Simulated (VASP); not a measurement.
The system is K.

```
K
1.0
    -2.61800    2.61800    2.61800
     2.61800   -2.61800    2.61800
     2.61800    2.61800   -2.61800
K
1
Direct
  0.00000 0.00000 0.00000
```

| Item | Value |
| --- | --- |
| Program | VASP 6.6.1 |
| Task | relaxation of cell and atoms |
| Functional | LDA |
| Potentials or basis | VASP PAW LDA potentials, release 64 (K_sv) |
| Cutoff | 600 eV |
| k mesh | 16 × 16 × 16 |
| Occupations | gaussian, width 0.1 eV |
| Spin | no spin polarisation |

At the start: pressure -0.4 GPa; volume 71.77 Å³/atom.

Problem. Where does the relaxation end?

Solution. Over 12 steps the energy falls by 10.8 meV/atom and the volume is 64.09 Å³/atom (-10.7 %); space group Im-3m (No. 229, to 0.1 Å) before and after.

The path:
| step | energy change (eV) | largest force (eV/Å) | pressure (GPa) | volume (Å³) |
| --- | --- | --- | --- | --- |
| 1 | 0.0000 | 0.0000 | -0.41 | 71.77 |
| 2 | -0.0044 | 0.0000 | -0.33 | 69.88 |
| 3 | -0.0097 | 0.0000 | -0.15 | 66.37 |
| 4 | -0.0060 | 0.0000 | 0.36 | 59.70 |
| 5 | -0.0108 | 0.0000 | -0.01 | 64.20 |
| 6 | -0.0108 | 0.0000 | 0.01 | 64.03 |
| 7 | -0.0108 | 0.0000 | 0.02 | 64.07 |
| 8 | -0.0108 | 0.0000 | -0.01 | 64.22 |
| 9 | -0.0108 | 0.0000 | -0.02 | 64.17 |
| 10 | -0.0108 | 0.0000 | -0.02 | 64.12 |
| 11 | -0.0108 | 0.0000 | -0.01 | 64.10 |
| 12 | -0.0108 | 0.0000 | 0.00 | 64.09 |

Final structure:
```
K
1.0
    -2.52097    2.52097    2.52097
     2.52097   -2.52097    2.52097
     2.52097    2.52097   -2.52097
K
1
Direct
  0.00000 0.00000 0.00000
```
